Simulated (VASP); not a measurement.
A run of VASP 6.6.1:

Contents of INCAR:

```
PREC = Accurate ; ENCUT = 520
EDIFF = 1E-7 ; ISMEAR = 1
SIGMA = 0.1 ; LREAL = F
LASPH = T ; NELM = 100
ALGO = Normal ; ISIF = 2
LWAVE = F ; LCHARG = F
GGA = PS ; NBANDS = 18
```

KPOINTS

```
Automatic mesh
0
Gamma
  9 9 6
```

POSCAR

```
YSc
1.0
    3.5664891137      0.0000000000      0.0000000000
   -1.7832445518      3.0886701704      0.0000000000
    0.0000000000      0.0000000000      5.4752311676
Y Sc
1 1
Direct
    0.0000000000      0.0000000000      0.0000000000
    0.3333333333      0.6666666667      0.5000000000
```

Potentials or basis: VASP PAW PBE potentials, release 64 (Y_sv, Sc_sv).

Launch:

```console
$ cat potpaw_PBE.64/Y_sv/POTCAR potpaw_PBE.64/Sc_sv/POTCAR > POTCAR
$ mpirun -np 1 vasp_std > vasp.out
```

Hardware: 1 thread of Intel(R) Xeon(R) Platinum 8375C CPU @ 2.90GHz (Ice Lake) (shared host).

Question: How long does it take, and how much memory?

Answer: Wall time 51 s on 1 thread of Intel(R) Xeon(R) Platinum 8375C CPU @ 2.90GHz (Ice Lake) (shared host), peak memory 0.22 GiB. Counts: scf iterations 14, k points 48.
